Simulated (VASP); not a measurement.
# CrCuO2 (R-3m) in VASP: further runs

The runs below take CrCuO2 through single point, with PBEsol.

All numbers are computed with VASP 6.6.1; they aren't measurements. Logs are shortened: lines on timing, memory, paths and dates and some standing lists are left out, and cuts for length are marked.

## Step 1: The cell of the first run

The structure is trigonal, space group R-3m (No. 166). The conventional cell has a = 2.993 Å, b = 2.993 Å, c = 17.213 Å, α = 90.00°, β = 90.00°, γ = 120.00°. Within 2.5 Å of Cu (site symmetry -3m) lie 2 O at 1.86 Å. Cr (site symmetry -3m) has 6 O at 2.00 Å within 2.7 Å. Within 2.5 Å of O (site symmetry 3m) lie 1 Cu at 1.86 Å and 3 Cr at 2.00 Å.

## Step 2: Single point, PBEsol, collinear spin, ferromagnetic start (11.13 Å³/atom)

Contents of INCAR:

```
SYSTEM = CrCuO2
PREC = Accurate
ENCUT = 600
EDIFF = 1E-6
ISMEAR = -1
SIGMA = 0.05
LREAL = .False.
LASPH = .True.
NELM = 200
ALGO = Normal
ISIF = 2
LWAVE = .False.
LCHARG = .False.
ISPIN = 2
MAGMOM = 0.6 3 0 0
LORBIT = 11
LMAXMIX = 4
GGA = PS
NBANDS = 30
GGA_COMPAT = .False.
```

Contents of KPOINTS:

```
Automatic mesh
0
Gamma
  10 10 10
  0 0 0
```

Contents of POSCAR:

```
CrCuO2
1.0
    1.4965459823      0.8640312257      5.7377494445
   -1.4965459823      0.8640312257      5.7377494445
    0.0000000000     -1.7280624515      5.7377494445
Cu Cr O
1 1 2
Direct
    0.0000000000      0.0000000000      0.0000000000
    0.5000000000      0.5000000000      0.5000000000
    0.8920800000      0.8920800000      0.8920800000
    0.1079200000      0.1079200000      0.1079200000
```

Potentials or basis: VASP PAW PBE potentials, release 64 (Cu, Cr_pv, O).

On the command line:

```console
cat potpaw_PBE.64/Cu/POTCAR potpaw_PBE.64/Cr_pv/POTCAR potpaw_PBE.64/O/POTCAR > POTCAR
mpirun -np 1 vasp_std > vasp.out
```

OUTCAR:

```text
SYSTEM = CrCuO2
   PREC = Accurate
   ENCUT = 600
   EDIFF = 1E-6
   ISMEAR = -1
   LREAL = .False.
   LASPH = .True.
   NELM = 200
   ISIF = 2
   ISPIN = 2
   LORBIT = 11
   GGA = PS

 ion  position               nearest neighbor table
   1  0.000  0.000  0.000-   3 1.86   4 1.86
   2  0.500  0.500  0.500-   4 2.00   3 2.00   4 2.00   4 2.00   3 2.00   3 2.00
   3  0.892  0.892  0.892-   1 1.86   2 2.00   2 2.00   2 2.00
   4  0.108  0.108  0.108-   1 1.86   2 2.00   2 2.00   2 2.00

  LATTYP: Found a trigonal (rhomboedric) cell.
 ALAT       =     5.9923258026
 COS(alpha) =     0.8752561078

  Lattice vectors:

 A1 = (   1.4965459823,   0.8640312257,   5.7377494445)
 A2 = (  -1.4965459823,   0.8640312257,   5.7377494445)
 A3 = (   0.0000000000,  -1.7280624515,   5.7377494445)

Analysis of symmetry for initial positions (statically):
=====================================================================
 Subroutine PRICEL returns:
 Original cell was already a primitive cell.

 Routine SETGRP: Setting up the symmetry group for a
 trigonal (rhombohedral) supercell.

 Subroutine GETGRP returns: Found 12 space group operations
 (whereof 12 operations were pure point group operations)
 out of a pool of 12 trial point group operations.

The static configuration has the point symmetry D_3d.

Analysis of symmetry for dynamics (positions and initial velocities):
=====================================================================
 Subroutine PRICEL returns:
 Original cell was already a primitive cell.

 Routine SETGRP: Setting up the symmetry group for a
 trigonal (rhombohedral) supercell.

 Subroutine GETGRP returns: Found 12 space group operations
 (whereof 12 operations were pure point group operations)
 out of a pool of 12 trial point group operations.

The dynamic configuration has the point symmetry D_3d.

Analysis of structural, dynamic, and magnetic symmetry:
=====================================================================
 Subroutine PRICEL returns:
 Original cell was already a primitive cell.

 Routine SETGRP: Setting up the symmetry group for a
 trigonal (rhombohedral) supercell.

 Subroutine GETGRP returns: Found 12 space group operations
 (whereof 12 operations were pure point group operations)
 out of a pool of 12 trial point group operations.

The overall configuration has the point symmetry D_3d.

 Subroutine INISYM returns: Found 12 space group operations
 (whereof 12 operations are pure point group operations),
 and found     1 'primitive' translations

----------------------------------------------------------------------------------------

                                     Primitive cell

  volume of cell :      44.5156

  direct lattice vectors                    reciprocal lattice vectors
     1.496545982  0.864031226  5.737749445     0.334102664  0.192894263  0.058094787
    -1.496545982  0.864031226  5.737749445    -0.334102664  0.192894263  0.058094787
     0.000000000 -1.728062452  5.737749445     0.000000000 -0.385788526  0.058094787

  length of vectors
     5.992325803  5.992325803  5.992325803     0.390138170  0.390138170  0.390138170

  position of ions in fractional coordinates (direct lattice)
     0.000000000  0.000000000  0.000000000
     0.500000000  0.500000000  0.500000000
     0.892080000  0.892080000  0.892080000
     0.107920000  0.107920000  0.107920000

  ion indices of the primitive-cell ions
   primitive index   ion index
                 1           1
                 2           2
                 3           3
                 4           4

----------------------------------------------------------------------------------------

 KPOINTS: Automatic mesh

Automatic generation of k-mesh.
 Grid dimensions read from file:
 generate k-points for:   10   10   10

 Generating k-lattice:

  Cartesian coordinates                     Fractional coordinates (reciprocal lattice)
     0.033410266  0.019289426  0.005809479     0.100000000  0.000000000  0.000000000
    -0.033410266  0.019289426  0.005809479     0.000000000  0.100000000  0.000000000
     0.000000000 -0.038578853  0.005809479     0.000000000  0.000000000  0.100000000

  Length of vectors
     0.039013817  0.039013817  0.039013817

  Shift w.r.t. Gamma in fractional coordinates (k-lattice)
     0.000000000  0.000000000  0.000000000

 Subroutine IBZKPT returns following result:
 ===========================================

 Found    116 irreducible k-points:

 Following reciprocal coordinates:
            Coordinates               Weight
  0.000000  0.000000  0.000000      1.000000
  0.100000 -0.000000  0.000000      6.000000
  0.200000 -0.000000  0.000000      6.000000
  0.300000 -0.000000  0.000000      6.000000
  0.400000 -0.000000  0.000000      6.000000
  0.500000 -0.000000  0.000000      3.000000
[... 16 lines left out ...]
  0.300000  0.300000  0.000000      6.000000
  0.400000  0.300000  0.000000     12.000000
 [... further k-points ...]
   k-points           NKPTS =    116   k-points in BZ     NKDIM =    116   number of bands    NBANDS=     30
   number of dos      NEDOS =    301   number of ions     NIONS =      4
   total plane-waves  NPLWV = 110592
   dimension x,y,z NGX =    48 NGY =   48 NGZ =   48
   dimension x,y,z NGXF=    96 NGYF=   96 NGZF=   96
   ions per type =               1   1   2
   NGX,Y,Z   is equivalent  to a cutoff of  13.32, 13.32, 13.32 a.u.
   NGXF,Y,Z  is equivalent  to a cutoff of  26.63, 26.63, 26.63 a.u.
 SYSTEM =  CrCuO2
   PREC   = accura    normal or accurate (medium, high low for compatibility)
   ISTART =      0    job   : 0-new  1-cont  2-samecut
   ICHARG =      2    charge: 1-file 2-atom 10-const
   ISPIN  =      2    spin polarized calculation?
   LNONCOLLINEAR =      F non collinear calculations
   LSORBIT =      F    spin-orbit coupling
   LASPH  =      T    aspherical Exc in radial PAW
   ENCUT  =  600.0 eV  44.10 Ry    6.64 a.u.  11.97 11.97 11.97*2*pi/ulx,y,z
   NELM   =    200;   NELMIN=  2; NELMDL= -5     # of ELM steps
   EDIFF  = 0.1E-05   stopping-criterion for ELM
   LREAL  =      F    real-space projection
   EDIFFG = 0.1E-04   stopping-criterion for IOM
   NSW    =      0    number of steps for IOM
   IBRION =     -1    ionic relax: 0-MD 1-quasi-New 2-CG
   NFREE  =      0    steps in history (QN), initial steepest desc. (CG)
   ISIF   =      2    stress and relaxation
   ISYM   =      2    0-nonsym 1-usesym 2-fastsym
   POTIM  = 0.5000    time-step for ionic-motion
   TEBEG  =    0.0;   TEEND  =   0.0 temperature during run
   PSTRESS=    0.0 pullay stress
   NELECT =      35.0000    total number of electrons
   NUPDOWN=      -1.0000    fix difference up-down
   EMIN   =  10.00;   EMAX   =-10.00  energy-range for DOS
   EFERMI =   0.00;   METHOD = LEGACY
   ISMEAR =    -1;   SIGMA  =   0.05  broadening in eV -4-tet -1-fermi 0-gaus
   EFERMI_NEDOS =   21; number of points for ismear=-14 and -15
   IALGO  =     38    algorithm
   IMIX   =      4    mixing-type and parameters
     AMIX     =   0.40;   BMIX     =  1.00
     AMIX_MAG =   1.60;   BMIX_MAG =  1.00
  volume/ion in A,a.u.               =      11.13        75.10
  Fermi-wavevector in a.u.,A,eV,Ry     =   1.510985  2.855347 31.063118  2.283075
  Thomas-Fermi vector in A             =   2.621102
   LORBIT       =     11    0 simple, 1 ext, 2 COOP (PROOUT), +10 PAW based schemes
   GGA     = PS    functional components
   LHFCALC =     F    Hartree Fock is set to
   AEXX    =    0.0000 exact exchange contribution
   IVDW    =     0    specifies the selected vdW correction
   LEPSILON=     F    determine dielectric tensor
   LRPA    =     F    only Hartree local field effects (RPA)
 spin polarized calculation
  energy-cutoff  :      600.00
  volume of cell :       44.52
 maximum number of plane-waves:      1508
   NGX = 23   NGY = 23   NGZ = 23

 number of electron      34.9999993 magnetization       2.9999954

 Free energy of the ion-electron system (eV)
  ---------------------------------------------------
  ext. energy  EPLUGINS =         0.00000000
  ---------------------------------------------------
  free energy    TOTEN  =       -30.62088790 eV

  energy without entropy =      -30.62088548  energy(sigma->0) =      -30.62088669

 E-fermi :   6.2190     XC(G=0): -11.7481

 val. band max:        5.7058453034   @ k =  -0.2000   0.5000   0.2000
 cond. band min:       6.6479512381   @ k =   0.4000   0.4000   0.1000
 fundamental gap:      0.9421059347
 Fermi energy:         6.2190133827

 spin component 1

 k-point     1 :       0.0000    0.0000    0.0000
  band No.  band energies     occupation
      1     -38.5152      1.00000
      2     -38.4582      1.00000
      3     -38.4582      1.00000
      4     -14.4237      1.00000
      5     -12.9343      1.00000
      6      -2.5126      1.00000
[... 757 lines left out ...]
     28      18.0595      0.00000
     29      19.9816      0.00000

 [... further k-points ...]

 spin component 2

 k-point     1 :       0.0000    0.0000    0.0000
  band No.  band energies     occupation
      1     -35.5813      1.00000
      2     -35.5813      1.00000
      3     -35.5773      1.00000
      4     -14.3277      1.00000
      5     -12.8903      1.00000
      6      -2.1689      1.00000
[... 757 lines left out ...]
     28      18.8530      0.00000
     29      20.7454      0.00000

 [... further k-points ...]

 [bands above 29 left out]

------------------------ aborting loop because EDIFF is reached ----------------------------------------

  FORCE on cell =-STRESS in cart. coord.  units (eV):
  Direction    XX          YY          ZZ          XY          YZ          ZX
  --------------------------------------------------------------------------------------
  -------------------------------------------------------------------------------------
  Total       -1.4640881     -1.4640881     -2.4560356      0.0000000      0.0000000      0.0000000
  in kB      -52.6945206    -52.6945206    -88.3960605      0.0000000      0.0000000      0.0000000
  external PRESSURE =     -64.5950339 kB  Pullay stress =       0.0000000 kB

 VOLUME and BASIS-vectors are now :
 -----------------------------------------------------------------------------
  energy-cutoff  :      600.00
  volume of cell :       44.52
      direct lattice vectors                 reciprocal lattice vectors
     1.496545982  0.864031226  5.737749445     0.334102664  0.192894263  0.058094787
    -1.496545982  0.864031226  5.737749445    -0.334102664  0.192894263  0.058094787
     0.000000000 -1.728062452  5.737749445     0.000000000 -0.385788526  0.058094787

 POSITION                                       TOTAL-FORCE (eV/Angst)
 -----------------------------------------------------------------------------------
      0.00000      0.00000      0.00000         0.000000     -0.000000     -0.000000
      0.00000     -0.00000      8.60662        -0.000000      0.000000      0.000000
      0.00000     -0.00000     15.35559         0.000000      0.000000     -0.143767
      0.00000     -0.00000      1.85765         0.000000     -0.000000      0.143767
 -----------------------------------------------------------------------------------
    total drift:                                0.000000      0.000000     -0.000000

  FREE ENERGIE OF THE ION-ELECTRON SYSTEM (eV)
  ---------------------------------------------------
  free  energy   TOTEN  =       -30.6208879019 eV

  energy  without entropy=      -30.6208854791  energy(sigma->0) =      -30.62088669

 total charge

# of ion       s       p       d       tot
------------------------------------------
    1        0.424   0.309   9.210   9.943
    2        0.288   6.339   4.089  10.716
    3        1.544   3.470   0.000   5.014
    4        1.544   3.470   0.000   5.014
--------------------------------------------------
tot          3.800  13.589  13.299  30.687

 magnetization (x)

# of ion       s       p       d       tot
------------------------------------------
    1        0.019   0.009   0.001   0.029
    2        0.026   0.026   2.783   2.835
    3       -0.002  -0.009   0.000  -0.011
    4       -0.002  -0.009   0.000  -0.011
--------------------------------------------------
tot          0.042   0.017   2.784   2.843
```

Run time: 10 min. Hardware: 1 thread of Intel Xeon Platinum 8488C (Sapphire Rapids), shared host; peak memory 0.6 GiB.

Results:

| Property | Result |
| --- | --- |
| Free energy | -30.6209 eV |
| Pressure | -6.5 GPa |
| Largest force | 0.144 eV/Å |
| Band gap on the k mesh | 0.94 eV (least direct gap 1.09 eV) |
| Net moment | 3.00 μB per cell |
| Site moments | Cu +0.03; Cr +2.83; O -0.01 μB |
| Valence electrons inside the program's atomic spheres | Cu 9.94; Cr 10.72; O 5.01 |

Forces in eV/Å, atoms in the order of the input:
```
Cu   0.000  0.000  0.000
Cr   0.000  0.000  0.000
O    0.000  0.000 -0.144
O    0.000  0.000  0.144
```

Stress tensor (GPa, compression positive):
```
-5.27  0.00  0.00
 0.00 -5.27  0.00
 0.00  0.00 -8.84
```

Levels at points of the mesh, in eV from the valence-band top:
Spin up:
```
           k point  band 16  band 17  band 18  band 19  band 20  band 21  band 22  band 23
(0.00, 0.00, 0.00)    -1.91    -1.14    -1.14    -0.79     1.98     2.76     2.76     5.43
(0.50, 0.00, 0.00)    -1.34    -0.67    -0.51    -0.32     2.11     2.49     2.76     5.43
(0.50, 0.50, 0.00)    -1.41    -0.53    -0.51    -0.15     2.03     2.64     2.70     5.43
(0.50, 0.50, 0.50)    -1.20    -1.15    -1.15    -0.23     2.55     2.55     3.04     4.90
```
Spin down:
```csv
k point,band 12,band 13,band 14,band 15,band 16,band 17,band 18,band 19,band 20,band 21
"(0.00, 0.00, 0.00)",-2.80,-2.14,-2.14,-1.76,-1.76,1.27,1.80,1.80,3.03,4.14
"(0.50, 0.00, 0.00)",-2.80,-1.66,-1.53,-1.46,-0.63,1.06,2.62,2.72,3.20,3.85
"(0.50, 0.50, 0.00)",-2.82,-2.00,-1.69,-1.53,-0.85,1.63,2.72,2.72,2.73,3.57
"(0.50, 0.50, 0.50)",-3.44,-2.14,-2.14,-1.14,-1.14,1.79,1.79,2.58,3.09,3.98
```

Caveat: the cell stands under tension; an empty level that is flat over the whole mesh can mark a ghost state of the potentials, or a narrow d or f band; the PAW data sets were made with another functional, which shifts forces and pressure a little.

(Part 1 of 2 ends here.)
